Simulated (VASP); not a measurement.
# Cr (P6_3/mmc) in VASP: single point with LDA

Aim: the single point of Cr with LDA.

All numbers are computed with VASP 6.6.1; they aren't measurements. Logs are shortened: lines on timing, memory, paths and dates and some standing lists are left out, and cuts for length are marked.

## Step 1: The cell of the first run

It takes space group P6_3/mmc (No. 194, hexagonal). Conventional cell: a = 2.714 Å, b = 2.714 Å, c = 4.410 Å, α = 90.00°, β = 90.00°, γ = 120.00°. Cr (site symmetry -6m2) has 12 Cr at 2.71 Å within 3.6 Å.

This isn't the form of Cr at room conditions, which is bcc.

## Step 2: Single point, LDA

File INCAR:

```
PREC = Accurate ; ENCUT = 520
EDIFF = 1E-7 ; ISMEAR = -1
SIGMA = 0.03 ; LREAL = False
LASPH = True ; NELM = 80
ALGO = Normal ; ISIF = 2
LWAVE = False ; LCHARG = False
NBANDS = 32
```

File KPOINTS:

```
regular mesh
0
Gamma
  6 10 6
```

File POSCAR:

```
Cr
1.0
    0.0000000000      0.0000000000      4.4100000000
    2.7140000000      0.0000000000      0.0000000000
    0.0000000000      4.7007858918      0.0000000000
Cr
4
Direct
    0.2500000000      1.0000000000      0.3333333334
    0.2500000000      0.5000000000      0.8333333334
    0.7500000000      0.5000000000      0.1666666666
    0.7500000000      0.0000000000      0.6666666666
```

Potentials or basis: VASP PAW LDA potentials, release 64 (Cr_pv).

Run with:

```bash
cat potpaw_LDA.64/Cr_pv/POTCAR > POTCAR
mpirun -np 1 vasp_std > vasp.out
```

OUTCAR:

```text
PREC = Accurate
   ENCUT = 520
   EDIFF = 1E-7
   ISMEAR = -1
   LREAL = False
   LASPH = True
   NELM = 80
   ISIF = 2

 ion  position               nearest neighbor table
   1  0.250  0.000  0.333-   4 2.71   4 2.71   3 2.71   3 2.71   3 2.71   3 2.71   2 2.71   2 2.71
                             2 2.71   2 2.71
   2  0.250  0.500  0.833-   3 2.71   3 2.71   4 2.71   4 2.71   4 2.71   4 2.71   1 2.71   1 2.71
                             1 2.71   1 2.71
   3  0.750  0.500  0.167-   2 2.71   2 2.71   1 2.71   1 2.71   1 2.71   1 2.71   4 2.71   4 2.71
                             4 2.71   4 2.71
   4  0.750  0.000  0.667-   1 2.71   1 2.71   2 2.71   2 2.71   2 2.71   2 2.71   3 2.71   3 2.71
                             3 2.71   3 2.71

  LATTYP: Found a simple orthorhombic cell.
 ALAT       =     2.7140000000
 B/A-ratio  =     1.6249078850
 C/A-ratio  =     1.7320508076

  Lattice vectors:

 A1 = (  -2.7140000000,   0.0000000000,   0.0000000000)
 A2 = (   0.0000000000,   0.0000000000,   4.4100000000)
 A3 = (   0.0000000000,   4.7007858918,   0.0000000000)

Analysis of symmetry for initial positions (statically):
=====================================================================
 Subroutine PRICEL returns following result:

  LATTYP: Found a hexagonal cell.
 ALAT       =     2.7140000000
 C/A-ratio  =     1.6249078850

  Lattice vectors:

 A1 = (  -2.7140000000,   0.0000000000,   0.0000000000)
 A2 = (   1.3570000000,  -2.3503929459,   0.0000000000)
 A3 = (   0.0000000000,   0.0000000000,   4.4100000000)

   2 primitive cells build up your supercell.

 Routine SETGRP: Setting up the symmetry group for a
 simple orthorhombic supercell.

 Subroutine GETGRP returns: Found  8 space group operations
 (whereof  4 operations were pure point group operations)
 out of a pool of  8 trial point group operations.

The static configuration has the point symmetry C_2h.
 The point group associated with its full space group is D_2h.

Analysis of symmetry for dynamics (positions and initial velocities):
=====================================================================
 Subroutine PRICEL returns following result:

  LATTYP: Found a hexagonal cell.
 ALAT       =     2.7140000000
 C/A-ratio  =     1.6249078850

  Lattice vectors:

 A1 = (  -2.7140000000,   0.0000000000,   0.0000000000)
 A2 = (   1.3570000000,  -2.3503929459,   0.0000000000)
 A3 = (   0.0000000000,   0.0000000000,   4.4100000000)

   2 primitive cells build up your supercell.

 Routine SETGRP: Setting up the symmetry group for a
 simple orthorhombic supercell.

 Subroutine GETGRP returns: Found  8 space group operations
 (whereof  4 operations were pure point group operations)
 out of a pool of  8 trial point group operations.

The dynamic configuration has the point symmetry C_2h.
 The point group associated with its full space group is D_2h.

 Subroutine INISYM returns: Found  8 space group operations
 (whereof  4 operations are pure point group operations),
 and found     2 'primitive' translations

----------------------------------------------------------------------------------------

                                     Primitive cell

  volume of cell :      28.1312

  direct lattice vectors                    reciprocal lattice vectors
    -2.714000000  0.000000000  0.000000000    -0.368459838 -0.212730387  0.000000000
     1.357000000 -2.350392946  0.000000000    -0.000000000 -0.425460773  0.000000000
     0.000000000  0.000000000  4.410000000     0.000000000  0.000000000  0.226757370

  length of vectors
     2.714000000  2.714000000  4.410000000     0.425460773  0.425460773  0.226757370

  position of ions in fractional coordinates (direct lattice)
     0.666666667  0.333333333  0.250000000
     0.333333333  0.666666667  0.750000000

  ion indices of the primitive-cell ions
   primitive index   ion index
                 1           1
                 2           4

----------------------------------------------------------------------------------------

 KPOINTS: regular mesh

Automatic generation of k-mesh.
 Grid dimensions read from file:
 generate k-points for:    6   10    6

 Generating k-lattice:

  Cartesian coordinates                     Fractional coordinates (reciprocal lattice)
     0.000000000  0.000000000  0.037792895     0.166666667  0.000000000  0.000000000
     0.036845984  0.000000000  0.000000000     0.000000000  0.100000000  0.000000000
     0.000000000  0.035455064  0.000000000     0.000000000  0.000000000  0.166666667

  Length of vectors
     0.037792895  0.036845984  0.035455064

  Shift w.r.t. Gamma in fractional coordinates (k-lattice)
     0.000000000  0.000000000  0.000000000

 Subroutine IBZKPT returns following result:
 ===========================================

 Found     96 irreducible k-points:

 Following reciprocal coordinates:
            Coordinates               Weight
  0.000000  0.000000  0.000000      1.000000
  0.166667  0.000000  0.000000      2.000000
  0.333333  0.000000  0.000000      2.000000
  0.500000  0.000000  0.000000      1.000000
  0.000000  0.100000  0.000000      2.000000
  0.166667  0.100000  0.000000      4.000000
[... 16 lines left out ...]
  0.333333  0.500000  0.000000      2.000000
  0.500000  0.500000  0.000000      1.000000
 [... further k-points ...]
   k-points           NKPTS =     96   k-points in BZ     NKDIM =     96   number of bands    NBANDS=     32
   number of dos      NEDOS =    301   number of ions     NIONS =      4
   total plane-waves  NPLWV =  25920
   dimension x,y,z NGX =    36 NGY =   20 NGZ =   36
   dimension x,y,z NGXF=    72 NGYF=   40 NGZF=   72
   ions per type =               4
   NGX,Y,Z   is equivalent  to a cutoff of  13.57, 12.25, 12.73 a.u.
   NGXF,Y,Z  is equivalent  to a cutoff of  27.14, 24.50, 25.46 a.u.
 SYSTEM =  unknown system
   PREC   = accura    normal or accurate (medium, high low for compatibility)
   ISTART =      0    job   : 0-new  1-cont  2-samecut
   ICHARG =      2    charge: 1-file 2-atom 10-const
   ISPIN  =      1    spin polarized calculation?
   LNONCOLLINEAR =      F non collinear calculations
   LSORBIT =      F    spin-orbit coupling
   LASPH  =      T    aspherical Exc in radial PAW
   ENCUT  =  520.0 eV  38.22 Ry    6.18 a.u.   8.20  5.05  8.74*2*pi/ulx,y,z
   NELM   =     80;   NELMIN=  2; NELMDL= -5     # of ELM steps
   EDIFF  = 0.1E-06   stopping-criterion for ELM
   LREAL  =      F    real-space projection
   EDIFFG = 0.1E-05   stopping-criterion for IOM
   NSW    =      0    number of steps for IOM
   IBRION =     -1    ionic relax: 0-MD 1-quasi-New 2-CG
   NFREE  =      0    steps in history (QN), initial steepest desc. (CG)
   ISIF   =      2    stress and relaxation
   ISYM   =      2    0-nonsym 1-usesym 2-fastsym
   POTIM  = 0.5000    time-step for ionic-motion
   TEBEG  =    0.0;   TEEND  =   0.0 temperature during run
   PSTRESS=    0.0 pullay stress
   NELECT =      48.0000    total number of electrons
   NUPDOWN=      -1.0000    fix difference up-down
   EMIN   =  10.00;   EMAX   =-10.00  energy-range for DOS
   EFERMI =   0.00;   METHOD = LEGACY
   ISMEAR =    -1;   SIGMA  =   0.03  broadening in eV -4-tet -1-fermi 0-gaus
   EFERMI_NEDOS =   21; number of points for ismear=-14 and -15
   IALGO  =     38    algorithm
   IMIX   =      4    mixing-type and parameters
     AMIX     =   0.40;   BMIX     =  1.00
     AMIX_MAG =   1.60;   BMIX_MAG =  1.00
  volume/ion in A,a.u.               =      14.07        94.92
  Fermi-wavevector in a.u.,A,eV,Ry     =   1.552681  2.934142 32.801180  2.410819
  Thomas-Fermi vector in A             =   2.657021
   LORBIT       =      0    0 simple, 1 ext, 2 COOP (PROOUT), +10 PAW based schemes
   GGA     = CA    functional components
   LHFCALC =     F    Hartree Fock is set to
   AEXX    =    0.0000 exact exchange contribution
   IVDW    =     0    specifies the selected vdW correction
   LEPSILON=     F    determine dielectric tensor
   LRPA    =     F    only Hartree local field effects (RPA)
 non-spin polarized calculation
  energy-cutoff  :      520.00
  volume of cell :       56.26
 maximum number of plane-waves:      1540
 NGX is ok and might be reduce to    36
   NGX = 17   NGY = 11   NGZ = 17

 number of electron      48.0000012 magnetization

 Free energy of the ion-electron system (eV)
  ---------------------------------------------------
  ext. energy  EPLUGINS =         0.00000000
  ---------------------------------------------------
  free energy    TOTEN  =       -38.90788845 eV

  energy without entropy =      -38.87490824  energy(sigma->0) =      -38.89139835

 E-fermi :   8.0393     XC(G=0): -12.8679

 val. band max:        8.0378218416   @ k =   0.0000   0.0000   0.1667
 cond. band min:       8.0396250266   @ k =   0.3333   0.3000   0.3333
 fundamental gap:      0.0018031850
 Fermi energy:         8.0392988443

 k-point     1 :       0.0000    0.0000    0.0000
  band No.  band energies     occupation
      1     -34.6646      2.00000
      2     -34.6415      2.00000
      3     -34.5609      2.00000
      4     -34.4415      2.00000
      5     -34.3749      2.00000
      6     -34.2788      2.00000
[... 24 lines left out ...]
     31       9.8143      0.00000
     32       9.9819      0.00000

 k-point     2 :       0.1667    0.0000    0.0000
  band No.  band energies     occupation
      1     -34.6567      2.00000
      2     -34.6318      2.00000
      3     -34.5826      2.00000
      4     -34.4097      2.00000
      5     -34.3673      2.00000
      6     -34.2732      2.00000
[... 24 lines left out ...]
     31       9.7995      0.00000
     32       9.8316      0.00000
[... 733 lines left out ...]
     31      10.1822      0.00000
     32      10.1822      0.00000

 k-point    24 :       0.5000    0.5000    0.0000
  band No.  band energies     occupation
      1     -34.5974      2.00000
      2     -34.5974      2.00000
      3     -34.5974      2.00000
      4     -34.5974      2.00000
      5     -34.4142      2.00000
      6     -34.4142      2.00000
[... 24 lines left out ...]
     31      10.0389      0.00000
     32      10.0389      0.00000

 [... further k-points ...]

------------------------ aborting loop because EDIFF is reached ----------------------------------------

  FORCE on cell =-STRESS in cart. coord.  units (eV):
  Direction    XX          YY          ZZ          XY          YZ          ZX
  --------------------------------------------------------------------------------------
  -------------------------------------------------------------------------------------
  Total      -14.7432247    -14.8156201    -11.7394984      0.0000000      0.0000000      0.0000000
  in kB     -419.8403377   -421.9019305   -334.3037274      0.0000000      0.0000000      0.0000000
  external PRESSURE =    -392.0153319 kB  Pullay stress =       0.0000000 kB

 VOLUME and BASIS-vectors are now :
 -----------------------------------------------------------------------------
  energy-cutoff  :      520.00
  volume of cell :       56.26
      direct lattice vectors                 reciprocal lattice vectors
     0.000000000  0.000000000  4.410000000     0.000000000  0.000000000  0.226757370
     2.714000000  0.000000000  0.000000000     0.368459838  0.000000000  0.000000000
     0.000000000  4.700785892  0.000000000     0.000000000  0.212730387  0.000000000

 POSITION                                       TOTAL-FORCE (eV/Angst)
 -----------------------------------------------------------------------------------
      0.00000      1.56693      1.10250         0.000000     -0.010391      0.000000
      1.35700      3.91732      1.10250         0.000000     -0.010391     -0.000000
      1.35700      0.78346      3.30750        -0.000000      0.010391      0.000000
      0.00000      3.13386      3.30750        -0.000000      0.010391     -0.000000
 -----------------------------------------------------------------------------------
    total drift:                               -0.000000      0.000000      0.000000

  FREE ENERGIE OF THE ION-ELECTRON SYSTEM (eV)
  ---------------------------------------------------
  free  energy   TOTEN  =       -38.9078884502 eV

  energy  without entropy=      -38.8749082425  energy(sigma->0) =      -38.89139835
```

It took 46 s on 1 thread of Intel Xeon 6975P-C (Granite Rapids), shared host; peak memory 0.23 GiB.

Results:

| Item | Value |
| --- | --- |
| Free energy | -38.9079 eV |
| Pressure | -39.2 GPa |
| Largest force | 0.010 eV/Å |
| Band gap on the k mesh | zero (bands 24 and 25 overlap by 0.73 eV) |

Forces on the atoms (eV/Å):
```
Cr   0.000 -0.010  0.000
Cr   0.000 -0.010  0.000
Cr   0.000  0.010  0.000
Cr   0.000  0.010  0.000
```

Levels at points of the mesh, in eV from the Fermi level:
```tsv
k point	band 22	band 23	band 24	band 25	band 26	band 27
(0.00, 0.00, 0.00)	-0.31	-0.31	0.06	0.06	0.08	0.52
(0.50, 0.00, 0.00)	-0.37	-0.37	-0.37	0.62	0.62	1.01
(0.00, 0.50, 0.00)	-0.76	-0.28	-0.28	0.04	0.04	1.15
(0.50, 0.50, 0.00)	-0.87	-0.87	-0.87	0.40	0.40	0.40
(0.00, 0.00, 0.50)	-0.38	-0.03	-0.03	0.07	0.07	0.71
(0.50, 0.00, 0.50)	-0.51	-0.51	-0.51	0.35	0.35	0.35
(0.00, 0.50, 0.50)	-0.45	-0.36	-0.36	0.08	0.08	1.94
(0.50, 0.50, 0.50)	0.62	0.62	0.62	1.01	1.01	1.01
```

Caveat: the cell stands under tension; the run has no spin polarisation, though such a crystal can be magnetic. Spin polarisation is off, so any magnetic state and its effect on volume and gap are missing.
